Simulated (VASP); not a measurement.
A run of VASP 6.6.1 is set up as follows.

File INCAR:

```
ALGO     = Normal         # electronic algorithm
EDIFF    = 1E-7           # SCF threshold, eV
ENCUT    = 520            # plane-wave cutoff, eV
GGA      = CA             # functional
ISIF     = 2              # what is computed and relaxed
ISMEAR   = -1             # smearing method
LASPH    = True           # aspherical terms in the spheres
LCHARG   = False          # write CHGCAR
LREAL    = False          # projectors in reciprocal space
LWAVE    = False          # write WAVECAR
NBANDS   = 40             # bands
NELM     = 100            # most SCF steps
PREC     = Accurate       # precision mode
SIGMA    = 0.1            # smearing width, eV
```

File KPOINTS:

```
k-points
0
Gamma
  6 6 2
```

POSCAR

```
LuBr
1.0
    3.6068740000      0.0000000000      0.0000000000
   -1.8034370000      3.1236445122      0.0000000000
    0.0000000000      0.0000000000      9.8717490000
Lu Br
2 2
Direct
    0.3333333333      0.6666666667      0.3309900000
    0.6666666667      0.3333333333      0.8309900000
    0.3333333333      0.6666666667      0.0440100000
    0.6666666667      0.3333333333      0.5440100000
```

Potentials or basis: VASP PAW PBE potentials, release 64 (Lu, Br).

Run with:

```console
$ cat potpaw_PBE.64/Lu/POTCAR potpaw_PBE.64/Br/POTCAR > POTCAR
$ mpirun -np 1 vasp_std > vasp.out
```

Q: Estimate the pressure.

A: -4.7 GPa.

Q: Estimate the band gap on the k mesh.

A: Zero (bands 32 and 33 overlap by 0.14 eV).

Forces in eV/Å, atoms in the order of the input:
```
Lu   0.000  0.000  0.123
Lu   0.000  0.000  0.123
Br   0.000  0.000 -0.123
Br   0.000  0.000 -0.123
```

Caveat: the cell stands under tension; the PAW data sets were made with another functional, which shifts forces and pressure a little; spin-orbit coupling is left out, which moves the levels of the heavy elements.
